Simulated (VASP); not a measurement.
# Mo (P6/mmm) in VASP: further runs

The runs below take Mo through single point, with r2SCAN.

Program: VASP 6.6.1. These are calculated values, not measurements. Logs are shortened: lines on timing, memory, paths and dates and some standing lists are left out, and cuts for length are marked.

## 1. The cell of the first run

Symmetry: P6/mmm, No. 191, hexagonal system. The conventional cell has a = 2.736 Å, b = 2.736 Å, c = 2.517 Å, α = 90.00°, β = 90.00°, γ = 120.00°. Mo (site symmetry 6/mmm) has 8 Mo at 2.52 to 2.74 Å within 3.3 Å.

This isn't the form of Mo at room conditions, which is bcc.

## 2. Single point, r2SCAN (strain +0.000 along x and y, -0.015 along z)

Input file POSCAR:

```
Mo
1.0
    2.7355103972      0.0000000000      0.0000000000
   -1.3677551986      2.3690214963      0.0000000000
    0.0000000000      0.0000000000      2.5168529895
Mo
1
Direct
    0.0000000000      0.0000000000      0.5000000000
```

Input file INCAR.step1:

```
  PREC = Accurate
  ENCUT = 520
  ISMEAR = 0
  SIGMA = 0.15
  LREAL = False
  LASPH = True
  NELM = 60
  NBANDS = 13
  GGA = PE
  ALGO = Normal
  EDIFF = 1E-4
  LWAVE = True
  LCHARG = False
```

Input file INCAR.step2:

```
  PREC = Accurate
  ENCUT = 520
  EDIFF = 1E-6
  ISMEAR = 0
  SIGMA = 0.15
  LREAL = False
  LASPH = True
  NELM = 60
  ALGO = Normal
  ISIF = 2
  LWAVE = False
  LCHARG = True
  METAGGA = R2SCAN
  LMIXTAU = True
  LELF = True
  LVHAR = True
  NBANDS = 13
  ISTART = 1
```

Input file KPOINTS:

```
regular mesh
0
Gamma
  18 18 18
```

Potentials or basis: VASP PAW PBE potentials, release 64 (Mo_sv).

The run is started by

```bash
cat potpaw_PBE.64/Mo_sv/POTCAR > POTCAR
cp INCAR.step1 INCAR
mpirun -np 1 vasp_std > vasp.out
cp INCAR.step2 INCAR
mpirun -np 1 vasp_std > vasp.out
```

OUTCAR:

```text
PREC = Accurate
   ENCUT = 520
   EDIFF = 1E-6
   ISMEAR = 0
   LREAL = False
   LASPH = True
   NELM = 60
   ISIF = 2
   METAGGA = R2SCAN
   ISTART = 1

 ion  position               nearest neighbor table
   1  0.000  0.000  0.500-

  LATTYP: Found a hexagonal cell.
 ALAT       =     2.7355103972
 C/A-ratio  =     0.9200670530

  Lattice vectors:

 A1 = (   2.7355103972,   0.0000000000,   0.0000000000)
 A2 = (  -1.3677551986,   2.3690214963,   0.0000000000)
 A3 = (   0.0000000000,   0.0000000000,   2.5168529895)

Analysis of symmetry for initial positions (statically):
=====================================================================
 Subroutine PRICEL returns:
 Original cell was already a primitive cell.

 Routine SETGRP: Setting up the symmetry group for a
 hexagonal supercell.

 Subroutine GETGRP returns: Found 24 space group operations
 (whereof 24 operations were pure point group operations)
 out of a pool of 24 trial point group operations.

The static configuration has the point symmetry D_6h.

Analysis of symmetry for dynamics (positions and initial velocities):
=====================================================================
 Subroutine PRICEL returns:
 Original cell was already a primitive cell.

 Routine SETGRP: Setting up the symmetry group for a
 hexagonal supercell.

 Subroutine GETGRP returns: Found 24 space group operations
 (whereof 24 operations were pure point group operations)
 out of a pool of 24 trial point group operations.

The dynamic configuration has the point symmetry D_6h.

 Subroutine INISYM returns: Found 24 space group operations
 (whereof 24 operations are pure point group operations),
 and found     1 'primitive' translations

----------------------------------------------------------------------------------------

                                     Primitive cell

  volume of cell :      16.3104

  direct lattice vectors                    reciprocal lattice vectors
     2.735510397  0.000000000  0.000000000     0.365562493  0.211057604  0.000000000
    -1.367755199  2.369021496  0.000000000     0.000000000  0.422115207  0.000000000
     0.000000000  0.000000000  2.516852989     0.000000000  0.000000000  0.397321577

  length of vectors
     2.735510397  2.735510397  2.516852989     0.422115207  0.422115207  0.397321577

  position of ions in fractional coordinates (direct lattice)
     0.000000000  0.000000000  0.500000000

  ion indices of the primitive-cell ions
   primitive index   ion index
                 1           1

----------------------------------------------------------------------------------------

 KPOINTS: regular mesh

Automatic generation of k-mesh.
 Grid dimensions read from file:
 generate k-points for:   18   18   18

 Generating k-lattice:

  Cartesian coordinates                     Fractional coordinates (reciprocal lattice)
     0.020309027  0.011725422  0.000000000     0.055555556 -0.000000000  0.000000000
     0.000000000  0.023450845  0.000000000     0.000000000  0.055555556  0.000000000
     0.000000000  0.000000000  0.022073421     0.000000000  0.000000000  0.055555556

  Length of vectors
     0.023450845  0.023450845  0.022073421

  Shift w.r.t. Gamma in fractional coordinates (k-lattice)
     0.000000000  0.000000000  0.000000000

 Subroutine IBZKPT returns following result:
 ===========================================

 Found    370 irreducible k-points:

 Following reciprocal coordinates:
            Coordinates               Weight
  0.000000  0.000000  0.000000      1.000000
  0.055556  0.000000  0.000000      6.000000
  0.111111  0.000000  0.000000      6.000000
  0.166667 -0.000000  0.000000      6.000000
  0.222222 -0.000000  0.000000      6.000000
  0.277778  0.000000  0.000000      6.000000
[... 16 lines left out ...]
  0.333333  0.111111  0.000000     12.000000
  0.388889  0.111111  0.000000     12.000000
 [... further k-points ...]
   k-points           NKPTS =    370   k-points in BZ     NKDIM =    370   number of bands    NBANDS=     13
   number of dos      NEDOS =    301   number of ions     NIONS =      1
   total plane-waves  NPLWV =   8000
   dimension x,y,z NGX =    20 NGY =   20 NGZ =   20
   dimension x,y,z NGXF=    40 NGYF=   40 NGZF=   40
   ions per type =               1
   NGX,Y,Z   is equivalent  to a cutoff of  12.15, 12.15, 13.21 a.u.
   NGXF,Y,Z  is equivalent  to a cutoff of  24.31, 24.31, 26.42 a.u.
 SYSTEM =  unknown system
   PREC   = accura    normal or accurate (medium, high low for compatibility)
   ISTART =      1    job   : 0-new  1-cont  2-samecut
   ICHARG =      0    charge: 1-file 2-atom 10-const
   ISPIN  =      1    spin polarized calculation?
   LNONCOLLINEAR =      F non collinear calculations
   LSORBIT =      F    spin-orbit coupling
   LASPH  =      T    aspherical Exc in radial PAW
   ENCUT  =  520.0 eV  38.22 Ry    6.18 a.u.   5.09  5.09  4.68*2*pi/ulx,y,z
   NELM   =     60;   NELMIN=  2; NELMDL=  0     # of ELM steps
   EDIFF  = 0.1E-05   stopping-criterion for ELM
   LREAL  =      F    real-space projection
   EDIFFG = 0.1E-04   stopping-criterion for IOM
   NSW    =      0    number of steps for IOM
   IBRION =     -1    ionic relax: 0-MD 1-quasi-New 2-CG
   NFREE  =      0    steps in history (QN), initial steepest desc. (CG)
   ISIF   =      2    stress and relaxation
   ISYM   =      2    0-nonsym 1-usesym 2-fastsym
   POTIM  = 0.5000    time-step for ionic-motion
   TEBEG  =    0.0;   TEEND  =   0.0 temperature during run
   PSTRESS=    0.0 pullay stress
   NELECT =      14.0000    total number of electrons
   NUPDOWN=      -1.0000    fix difference up-down
   EMIN   =  10.00;   EMAX   =-10.00  energy-range for DOS
   EFERMI =   0.00;   METHOD = LEGACY
   ISMEAR =     0;   SIGMA  =   0.15  broadening in eV -4-tet -1-fermi 0-gaus
   EFERMI_NEDOS =   21; number of points for ismear=-14 and -15
   IALGO  =     38    algorithm
   IMIX   =      4    mixing-type and parameters
     AMIX     =   0.40;   BMIX     =  1.00
     AMIX_MAG =   1.60;   BMIX_MAG =  1.00
  volume/ion in A,a.u.               =      16.31       110.07
  Fermi-wavevector in a.u.,A,eV,Ry     =   1.555831  2.940094 32.934402  2.420610
  Thomas-Fermi vector in A             =   2.659715
   LORBIT       =      0    0 simple, 1 ext, 2 COOP (PROOUT), +10 PAW based schemes
   METAGGA = R2SCAN    functional components
   LHFCALC =     F    Hartree Fock is set to
   AEXX    =    0.0000 exact exchange contribution
   IVDW    =     0    specifies the selected vdW correction
   LEPSILON=     F    determine dielectric tensor
   LRPA    =     F    only Hartree local field effects (RPA)
 non-spin polarized calculation
 Gauss-broadening in eV      SIGMA  =   0.15
  energy-cutoff  :      520.00
  volume of cell :       16.31
 maximum number of plane-waves:       454
   NGX = 11   NGY = 11   NGZ =  9

 number of electron      14.0000006 magnetization

 Free energy of the ion-electron system (eV)
  ---------------------------------------------------
  ext. energy  EPLUGINS =         0.00000000
  ---------------------------------------------------
  free energy    TOTEN  =       -25.14931859 eV

  energy without entropy =      -25.13983647  energy(sigma->0) =      -25.14457753

 E-fermi :  11.7568     XC(G=0): -14.2372

 val. band max:       11.7555566783   @ k =   0.2778   0.1111   0.3333
 cond. band min:      11.7583381787   @ k =   0.1111   0.0000   0.2778
 fundamental gap:      0.0027815004
 Fermi energy:        11.7568055849

 k-point     1 :       0.0000    0.0000    0.0000
  band No.  band energies     occupation
      1     -51.2325      2.00000
      2     -23.7178      2.00000
      3     -23.7178      2.00000
      4     -23.5463      2.00000
      5       4.5577      2.00000
      6       6.9744      2.00000
      7      10.7941      2.00000
      8      10.7941      2.00000
      9      16.3093      0.00000
     10      16.3093      0.00000
     11      25.2048      0.00000
     12      29.0925      0.00000
     13      33.5703      0.00000

 k-point     2 :       0.0556    0.0000    0.0000
  band No.  band energies     occupation
      1     -51.2252      2.00000
      2     -23.7659      2.00000
      3     -23.7285      2.00000
      4     -23.5415      2.00000
      5       4.6870      2.00000
      6       7.0273      2.00000
      7      10.6615      2.00000
      8      10.9109      2.00000
      9      16.1780      0.00000
     10      16.2878      0.00000
     11      25.5006      0.00000
     12      29.3429      0.00000
     13      32.8199      0.00000

 k-point     3 :       0.1111    0.0000    0.0000
  band No.  band energies     occupation
      1     -51.2039      2.00000
      2     -23.9030      2.00000
      3     -23.7589      2.00000
      4     -23.5277      2.00000
      5       5.0541      2.00000
      6       7.1822      2.00000
      7      10.3212      2.00000
      8      11.2567      2.00000
      9      15.8208      0.00000
     10      16.2264      0.00000
     11      26.3012      0.00000
     12      30.0487      0.00000
     13      31.3471      0.00000
[... 305 lines left out ...]
 k-point    23 :       0.3333    0.1111    0.0000
  band No.  band energies     occupation
      1     -51.0036      2.00000
      2     -25.0079      2.00000
      3     -24.1267      2.00000
      4     -23.3989      2.00000
      5       7.1834      2.00000
      6       8.0668      2.00000
      7      10.9869      2.00000
      8      13.5237      0.00000
      9      15.4613      0.00000
     10      16.1062      0.00000
     11      23.2957      0.00000
     12      25.7752      0.00000
     13      30.7439      0.00000

 k-point    24 :       0.3889    0.1111    0.0000
  band No.  band energies     occupation
      1     -50.9828      2.00000
      2     -25.1136      2.00000
      3     -24.1643      2.00000
      4     -23.3856      2.00000
      5       7.0423      2.00000
      6       8.2318      2.00000
      7      11.6961      1.43317
      8      13.3387      0.00000
      9      15.3851      0.00000
     10      16.8623      0.00000
     11      22.4394      0.00000
     12      25.0574      0.00000
     13      30.2385      0.00000

 [... further k-points ...]

------------------------ aborting loop because EDIFF is reached ----------------------------------------

  FORCE on cell =-STRESS in cart. coord.  units (eV):
  Direction    XX          YY          ZZ          XY          YZ          ZX
  --------------------------------------------------------------------------------------
  -------------------------------------------------------------------------------------
  Total        0.5023711      0.5023711      0.5332141      0.0000000     -0.0000000      0.0000000
  in kB       49.3480553     49.3480553     52.3777636      0.0000000     -0.0000000      0.0000000
  external PRESSURE =      50.3579581 kB  Pullay stress =       0.0000000 kB

 VOLUME and BASIS-vectors are now :
 -----------------------------------------------------------------------------
  energy-cutoff  :      520.00
  volume of cell :       16.31
      direct lattice vectors                 reciprocal lattice vectors
     2.735510397  0.000000000  0.000000000     0.365562493  0.211057604  0.000000000
    -1.367755199  2.369021496  0.000000000     0.000000000  0.422115207  0.000000000
     0.000000000  0.000000000  2.516852989     0.000000000  0.000000000  0.397321577

 POSITION                                       TOTAL-FORCE (eV/Angst)
 -----------------------------------------------------------------------------------
      0.00000      0.00000      1.25843        -0.000000      0.000000      0.000000
 -----------------------------------------------------------------------------------
    total drift:                               -0.000000      0.000000     -0.000000

  FREE ENERGIE OF THE ION-ELECTRON SYSTEM (eV)
  ---------------------------------------------------
  free  energy   TOTEN  =       -25.1493185868 eV

  energy  without entropy=      -25.1398364699  energy(sigma->0) =      -25.14457753
```

Wall time 91 s (1 thread of Intel Xeon 6975P-C (Granite Rapids), shared host); peak memory 0.18 GiB.

What came out:

* Free energy: -25.1493 eV
* Pressure: 5.0 GPa
* Band gap on the k mesh: zero (bands 7 and 8 overlap by 1.93 eV)

Levels at points of the mesh, in eV from the Fermi level:
| k point | band 4 | band 5 | band 6 | band 7 | band 8 | band 9 | band 10 | band 11 |
| --- | --- | --- | --- | --- | --- | --- | --- | --- |
| (0.00, 0.00, 0.00) | -35.30 | -7.20 | -4.78 | -0.96 | -0.96 | 4.55 | 4.55 | 13.45 |
| (0.50, 0.00, 0.00) | -35.14 | -5.25 | -3.51 | 0.97 | 1.41 | 3.88 | 4.59 | 10.71 |
| (0.00, 0.00, 0.50) | -35.28 | -3.84 | -0.03 | -0.03 | 0.04 | 0.84 | 0.84 | 11.10 |
| (0.50, 0.00, 0.50) | -35.60 | -5.67 | -3.51 | -0.48 | 4.98 | 6.38 | 6.82 | 7.76 |

Caveat: the cell differs from its parent crystal (strain +0.000 along x and y, -0.015 along z); the cell stands under pressure; the PAW data sets were made with another functional, which shifts forces and pressure a little.

(Part 1 of 2 ends here.)
